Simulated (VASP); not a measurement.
# Ti (P6_3/mmc) in VASP: notebook, part 2 of 2

VASP 6.6.1.

### Step 3. Relaxation of cell and atoms, r2SCAN

This run uses another cell than the first one, of 17.64 Å³/atom.

Input file POSCAR:

```
Ti
1.0
    2.9500000000      0.0000000000      0.0000000000
   -1.4750000000      2.5547749412      0.0000000000
    0.0000000000      0.0000000000      4.6800000000
Ti
2
Direct
    0.3333333333      0.6666666667      0.2500000000
    0.6666666667      0.3333333333      0.7500000000
```

Input file INCAR.step1:

```
SYSTEM = Ti
ALGO = Normal ; EDIFF = 1E-4
ENCUT = 600 ; GGA = PE
ISMEAR = -1 ; LASPH = .TRUE.
LCHARG = .FALSE. ; LREAL = .FALSE.
LWAVE = .TRUE. ; NELM = 80
PREC = Accurate ; SIGMA = 0.05
```

Input file INCAR.step2:

```
SYSTEM = Ti
ALGO = Normal ; EDIFF = 1E-7
EDIFFG = -0.01 ; ENCUT = 600
IBRION = 2 ; ISIF = 3
ISMEAR = -1 ; ISTART = 1
LASPH = .TRUE. ; LCHARG = .FALSE.
LMIXTAU = .TRUE. ; LREAL = .FALSE.
LWAVE = .FALSE. ; METAGGA = R2SCAN
NELM = 80 ; NSW = 80
PREC = Accurate ; SIGMA = 0.05
```

Input file KPOINTS:

```
k-points
0
G
  8 8 5
  0 0 0
```

Potentials or basis: VASP PAW PBE potentials, release 64 (Ti_sv).

Started as:

```console
> cat potpaw_PBE.64/Ti_sv/POTCAR > POTCAR
> cp INCAR.step1 INCAR
> mpirun -np 1 vasp_std > vasp.out
> cp INCAR.step2 INCAR
> mpirun -np 1 vasp_std > vasp.out
```

OUTCAR:

```text
SYSTEM = Ti
   EDIFF = 1E-7
   EDIFFG = -0.01
   ENCUT = 600
   IBRION = 2
   ISIF = 3
   ISMEAR = -1
   ISTART = 1
   LASPH = .TRUE.
   LREAL = .FALSE.
   METAGGA = R2SCAN
   NELM = 80
   NSW = 80
   PREC = Accurate

 ion  position               nearest neighbor table
   1  0.333  0.667  0.250-   2 2.89   2 2.89   2 2.89   2 2.89   2 2.89   2 2.89
   2  0.667  0.333  0.750-   1 2.89   1 2.89   1 2.89   1 2.89   1 2.89   1 2.89

  LATTYP: Found a hexagonal cell.
 ALAT       =     2.9500000000
 C/A-ratio  =     1.5864406780

  Lattice vectors:

 A1 = (   2.9500000000,   0.0000000000,   0.0000000000)
 A2 = (  -1.4750000000,   2.5547749412,   0.0000000000)
 A3 = (   0.0000000000,   0.0000000000,   4.6800000000)

Analysis of symmetry for initial positions (statically):
=====================================================================
 Subroutine PRICEL returns:
 Original cell was already a primitive cell.

 Routine SETGRP: Setting up the symmetry group for a
 hexagonal supercell.

 Subroutine GETGRP returns: Found 24 space group operations
[... 174 lines left out ...]
  --------------------------------------------------------------------------------------
  -------------------------------------------------------------------------------------
  Total       -0.3381839     -0.3381839     -0.4522191      0.0000000     -0.0000000      0.0000000
  in kB      -15.3618327    -15.3618327    -20.5418240      0.0000000     -0.0000000      0.0000000
  external PRESSURE =     -17.0884964 kB  Pullay stress =       0.0000000 kB
[... 167 lines left out ...]
--------------------------------------- Ionic step        6  -------------------------------------------

 number of electron      23.9999994 magnetization

 Free energy of the ion-electron system (eV)
  ---------------------------------------------------
  ext. energy  EPLUGINS =         0.00000000
  ---------------------------------------------------
  free energy    TOTEN  =       -25.91117223 eV

  energy without entropy =      -25.90064619  energy(sigma->0) =      -25.90590921

 E-fermi :   8.3820     XC(G=0): -12.3934

 val. band max:        8.3332841368   @ k =   0.1250   0.0000   0.0000
 cond. band min:       8.4213346865   @ k =   0.2500   0.2500   0.4000
 fundamental gap:      0.0880505497
 Fermi energy:         8.3820011717

 k-point     1 :       0.0000    0.0000    0.0000
  band No.  band energies     occupation
      1     -50.8567      2.00000
      2     -50.7122      2.00000
      3     -26.4245      2.00000
      4     -25.7490      2.00000
      5     -25.7489      2.00000
      6     -25.6861      2.00000
[... 433 lines left out ...]
      3     -26.2764      2.00000
      4     -26.2173      2.00000
      5     -25.8951      2.00000
      6     -25.8176      2.00000
[... 8 lines left out ...]
     15       9.8686      0.00000
     16      10.6469      0.00000

 [... further k-points ...]

------------------------ aborting loop because EDIFF is reached ----------------------------------------

  FORCE on cell =-STRESS in cart. coord.  units (eV):
  Direction    XX          YY          ZZ          XY          YZ          ZX
  --------------------------------------------------------------------------------------
  -------------------------------------------------------------------------------------
  Total       -0.0092608     -0.0092608     -0.0104819      0.0000000      0.0000000      0.0000000
  in kB       -0.4268375     -0.4268375     -0.4831204      0.0000000      0.0000000      0.0000000
  external PRESSURE =      -0.4455985 kB  Pullay stress =       0.0000000 kB
[... 17 lines left out ...]
  FREE ENERGIE OF THE ION-ELECTRON SYSTEM (eV)
  ---------------------------------------------------
  free  energy   TOTEN  =       -25.9111722342 eV

  energy  without entropy=      -25.9006461944  energy(sigma->0) =      -25.90590921

 reached required accuracy - stopping structural energy minimisation
```

It took 10 min on 1 thread of Oxide Virtual Turin-like, shared host; peak memory 0.15 GiB.

Results:

```yaml
Free_energy: -25.9112 eV
Relaxed_volume: 17.38 Å³/atom
Relaxed_cell: a = 2.940 Å, b = 2.940 Å, c = 4.644 Å, α = 90.00°, β = 90.00°, γ = 120.00°
Space_group_after_relaxing_to_0.1_Å: P6_3/mmc (No. 194)
Energy_gained_by_relaxing: 1.5 meV/atom
Ionic_steps: 6
Pressure_after_relaxing: 0.0 GPa
Band_gap_on_the_k_mesh: zero (bands 12 and 13 overlap by 1.13 eV)
```

Step by step:
```
step  energy change (eV)  largest force (eV/Å)  pressure (GPa)  volume (Å³)
   1              0.0000                0.0000           -1.71        35.27
   2             -0.0010                0.0000            1.49        34.32
   3             -0.0029                0.0000            0.03        34.74
   4             -0.0029                0.0000           -0.02        34.76
   5             -0.0030                0.0000           -0.03        34.76
   6             -0.0030                0.0000           -0.04        34.76
```

Final structure:
```yaml
crystal:
  lattice:
    - [2.93995, 0.00000, 0.00000]
    - [-1.46998, 2.54607, 0.00000]
    - [0.00000, 0.00000, 4.64392]
  atoms:
    - { symbol: Ti, position: [0.33333, 0.66667, 0.25000] }
    - { symbol: Ti, position: [0.66667, 0.33333, 0.75000] }
```

Caveat: the PAW data sets were made with another functional, which shifts forces and pressure a little.
